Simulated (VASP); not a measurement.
A run of VASP 6.6.1 is set up as follows.

Contents of INCAR:

```
SYSTEM = Ta3N
PREC     = Accurate       ! precision mode
ENCUT    = 520            ! plane-wave cutoff, eV
EDIFF    = 1E-6           ! SCF threshold, eV
ISMEAR   = 0              ! smearing method
SIGMA    = 0.1            ! smearing width, eV
LREAL    = .FALSE.        ! projectors in reciprocal space
LASPH    = .TRUE.         ! aspherical terms in the spheres
NELM     = 100            ! most SCF steps
ALGO     = Normal         ! electronic algorithm
ISIF     = 2              ! what is computed and relaxed
LWAVE    = .FALSE.        ! write WAVECAR
LCHARG   = .FALSE.        ! write CHGCAR
LDIPOL   = .TRUE.       
IDIPOL   = 3            
DIPOL    = 0.5 0.5 0.362
GGA      = PE             ! functional
IBRION   = 2              ! ionic algorithm
NSW      = 36             ! ionic steps
EDIFFG   = -0.025         ! ionic threshold
```

Contents of KPOINTS:

```
Automatic mesh
0
G
  10 10 1
  0 0 0
```

Contents of POSCAR:

```
Ta3N
1.0
    2.8743098524      0.0000000000      0.0000000000
   -0.9581032841      2.7099253172      0.0000000000
    0.0000000000      0.0000000000     20.0266897040
Ta N
3 1
Selective dynamics
Direct
    0.5000000000      0.5000000000      0.1997334587  F F F
    0.0000000000      0.0000000000      0.3127671377  F F F
    0.5000000000      0.5000000000      0.4257663064  F F F
    0.8333333333      0.8333333333      0.5086556917  F F T
```

Potentials or basis: VASP PAW PBE potentials, release 64 (Ta_pv, N).

Command:

```bash
$ cat potpaw_PBE.64/Ta_pv/POTCAR potpaw_PBE.64/N/POTCAR > POTCAR
$ mpirun -np 1 vasp_std > vasp.out
```

Q: What does it give for the band gap on the k mesh?

A: Zero (bands 19 and 20 overlap by 0.98 eV).

Q: Estimate the energy gained by relaxing.

A: 132.0 meV/atom.

Final structure:
```yaml
crystal:
  lattice:
    - [2.87431, 0.00000, 0.00000]
    - [-0.95810, 2.70993, 0.00000]
    - [0.00000, 0.00000, 20.02669]
  atoms:
    - { symbol: Ta, position: [0.50000, 0.50000, 0.19973] }
    - { symbol: Ta, position: [0.00000, 0.00000, 0.31277] }
    - { symbol: Ta, position: [0.50000, 0.50000, 0.42577] }
    - { symbol: N, position: [0.83333, 0.83333, 0.49614] }
```

Caveat: spin-orbit coupling is left out, which moves the levels of the heavy elements.
